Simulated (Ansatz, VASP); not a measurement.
Two plane-wave programs on GaN

Contents of POSCAR:

```
GaN
1.0
    0.0000000000      2.2714420665      2.2244082653
    2.2714420665      0.0000000000      2.2244082653
    2.2714420665      2.2714420665      0.0000000000
Ga N
1 1
Direct
    0.0000000000      0.0000000000      0.0000000000
    0.2500000000      0.2500000000      0.2500000000
```

The input INCAR.step1:

```
PREC = Accurate ; ENCUT = 520
ISMEAR = 0 ; SIGMA = 0.01
LREAL = False ; LASPH = True
NELM = 80 ; NBANDS = 16
GGA = PE ; ALGO = Normal
EDIFF = 1E-4 ; LWAVE = True
LCHARG = False
```

File INCAR.step2:

```
PREC = Accurate ; ENCUT = 520
EDIFF = 1E-7 ; ISMEAR = 0
SIGMA = 0.01 ; LREAL = False
LASPH = True ; NELM = 80
ALGO = Normal ; ISIF = 2
LWAVE = False ; LCHARG = False
METAGGA = R2SCAN ; LMIXTAU = True
NBANDS = 16 ; ISTART = 1
```

File KPOINTS:

```
Automatic mesh
0
Gamma
  10 10 10
```

Input for Ansatz:

```yaml
crystal:
  lattice:
    - [0.0, 2.2714420665, 2.2244082653]
    - [2.2714420665, 0.0, 2.2244082653]
    - [2.2714420665, 2.2714420665, 0.0]
  atoms:
    - { symbol: Ga, position: [0.0, 0.0, 0.0] }
    - { symbol: "N", position: [0.25, 0.25, 0.25] }
kpoints:
  mp_grid: { grid: [10, 10, 10] }
  band_path:
    path:
      - [0.0, 0.0, 0.0]
      - [-0.5, -0.5, 0.0]
      - [-0.375, -0.375, 0.25]
      - [-0.375, 0.0, 0.375]
      - [0.0, 0.0, 0.5]
      - [-0.5, -0.25, 0.25]
    npoints: 1
hamiltonian:
  xc: r2scan
scf:
  occupations: { method: fixed }
  n_extra_bands: 4
output:
  forces: true
  stress: true
  eigenvalues: true
```

Change from the starting cell: epitaxial_xy strain +1.0%.

Alike in both runs: task single point; functional r2SCAN; k mesh 10 × 10 × 10; no spin polarisation.

|  | VASP | Ansatz |
| --- | --- | --- |
| version | VASP 6.6.1 | Ansatz 0.2.0 |
| potentials or method | VASP PAW PBE potentials, release 64 (Ga_d, N) | plane waves, PAW |
| plane-wave cutoff (eV) | 520 | 500 |
| occupations | gaussian, width 0.01 eV | fixed |
| valence electrons in the cell | 18 | 18 |

|  | VASP | Ansatz | Ansatz less VASP |
| --- | --- | --- | --- |
| gap on the k mesh at the Fermi level (eV) | 2.04 | 2.04 | +0.008 |
| pressure (GPa) | -0.7 | -1.8 | -1.09 |
| traceless stress, the component that is largest in VASP (GPa) | 1.74 | 1.76 | +0.019 |

VASP's potentials were made for PBE, not for r2SCAN.
